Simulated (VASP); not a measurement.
Wanted: the native input for a VASP 6.6.1 run.

* Task: single point
* Functional: PBE
* Potentials or basis: VASP PAW PBE potentials, release 64 (Tl_d)
* Cutoff: 520 eV
* k mesh: 15 × 15 × 8
* Occupations: gaussian, width 0.1 eV
* Spin: no spin polarisation
* Dipole correction: no
* Further INCAR settings: ALGO = Fast; EDIFF = 1e-07; NBANDS = 20

The structure of Tl lies in POSCAR:

```
Tl
1.0
    3.6079723179      0.0000000000      0.0000000000
   -1.8039861590      3.1245956834      0.0000000000
    0.0000000000      0.0000000000      5.5756666843
Tl
2
Direct
    0.3333333333      0.6666666667      0.2500000000
    0.6666666667      0.3333333333      0.7500000000
```

These files were run (other wordings do the same):

INCAR

```
SYSTEM = Tl
PREC = Accurate
ENCUT = 520
EDIFF = 1E-7
ISMEAR = 0
SIGMA = 0.1
LREAL = .FALSE.
LASPH = .TRUE.
NELM = 100
ALGO = Fast
ISIF = 2
LWAVE = .FALSE.
LCHARG = .FALSE.
GGA = PE
NBANDS = 20
```

KPOINTS

```
regular mesh
0
G
  15 15 8
  0 0 0
```

Potentials or basis: VASP PAW PBE potentials, release 64 (Tl_d).

Launch:

```sh
$ cat potpaw_PBE.64/Tl_d/POTCAR > POTCAR
$ mpirun -np 1 vasp_std > vasp.out
```

It gave:

```json
{
  "Pressure": "-0.1 GPa",
  "Band gap on the k mesh": "zero (bands 13 and 14 overlap by 5.41 eV)"
}
```

Caveat: spin-orbit coupling is left out, which moves the levels of the heavy elements.

It took 82 s on 1 thread of AMD EPYC 9R45 96-Core Processor (Zen 5), with other jobs on the host, peak memory 0.24 GiB.
